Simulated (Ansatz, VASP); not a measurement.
Given: the input of a run of Ansatz 0.2.0 on CsRe.

File input.yaml:

```yaml
crystal:
  lattice:
    - [3.6140398991, 0.0, 0.0]
    - [-1.8070199447, 3.1298503614, 0.0]
    - [0.0, 0.0, 5.5164830605]
  atoms:
    - { symbol: Cs, position: [0.0, 0.0, 0.5] }
    - { symbol: Re, position: [0.0, 0.0, 0.0] }
kpoints:
  mp_grid: { grid: [8, 8, 5] }
scf:
  occupations: { method: fermi_dirac, width: 0.05 }
hamiltonian:
  xc: pbe
  pseudopotentials: { kind: all_electron, lapw: { basis_error: 0.0005 } }
output:
  forces: true
  stress: true
  eigenvalues: true
```

Potentials or basis: all-electron LAPW, scalar-relativistic.

Run with:

```console
$ ansatz run input.yaml --threads 1 --pin off --max-ram 3072MiB --backend cpu --events-out ev --progress --plain --runs-dir out
```

Question: Set up the same calculation for VASP 6.6.1. Potentials there: VASP PAW PBE potentials, release 64 (Cs_sv, Re).

Answer: As run (the cutoff follows the program's own potentials):

INCAR

```
  PREC = Accurate
  ENCUT = 520
  EDIFF = 1E-6
  ISMEAR = -1
  SIGMA = 0.05
  LREAL = F
  LASPH = T
  NELM = 80
  ALGO = Fast
  ISIF = 2
  LWAVE = F
  LCHARG = T
  GGA = PE
  LELF = T
  LVHAR = T
  NBANDS = 15
```

KPOINTS

```
Automatic mesh
0
Gamma
  8 8 5
```

File POSCAR:

```
CsRe
1.0
    3.6140398991      0.0000000000      0.0000000000
   -1.8070199447      3.1298503614      0.0000000000
    0.0000000000      0.0000000000      5.5164830605
Cs Re
1 1
Direct
    0.0000000000      0.0000000000      0.5000000000
    0.0000000000      0.0000000000      0.0000000000
```

Potentials or basis: VASP PAW PBE potentials, release 64 (Cs_sv, Re).

Command:

```sh
$ cat potpaw_PBE.64/Cs_sv/POTCAR potpaw_PBE.64/Re/POTCAR > POTCAR
$ mpirun -np 1 vasp_std > vasp.out
```

Both were run:

|  | VASP | Ansatz | Ansatz less VASP |
| --- | --- | --- | --- |
| gap on the k mesh at the Fermi level (eV) | none | none | - |
| pressure (GPa) | -5.7 | -6.4 | -0.76 |
| traceless stress, the component that is largest in VASP (GPa) | 15.08 | 14.23 | -0.851 |

A gap of «none» marks a metal or a gap that the smearing closes. Ansatz ran all-electron here, and VASP with PAW potentials.

Spin-orbit coupling is off throughout.
